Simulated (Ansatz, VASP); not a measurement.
Bi2O in VASP and in Ansatz

```xyz
3
Lattice="-2.4046 2.4046 3.3077 2.4046 -2.4046 3.3077 2.4046 2.4046 -3.3077" Properties=species:S:1:pos:R:3 pbc="T T T"
Bi    0.0000    2.4046    0.0000
Bi    2.4046    0.0000    0.0000
O     0.0000    0.0000    0.0000
```

Alike in both runs: functional PBE; k mesh 14 × 14 × 14; occupations gaussian, width 0.1 eV; no spin polarisation.

Ansatz relaxed the structure, and its values are those at the end. VASP's run is a single point on that final structure, the one shown.

|  | VASP | Ansatz |
| --- | --- | --- |
| version | VASP 6.6.1 | Ansatz 0.2.0 |
| potentials or method | VASP PAW PBE potentials, release 64 (Bi_d, O), cutoff 520 eV | scalar-relativistic, plane waves, PAW |
| valence electrons in the cell | 36 | 36 |

|  | VASP | Ansatz | Ansatz less VASP |
| --- | --- | --- | --- |
| gap on the k mesh at the Fermi level (eV) | none | none | - |
| pressure (GPa) | 0.0 | 0.0 | +0.01 |

A gap of «none» marks a metal or a gap that the smearing closes.

Spin-orbit coupling is off throughout.
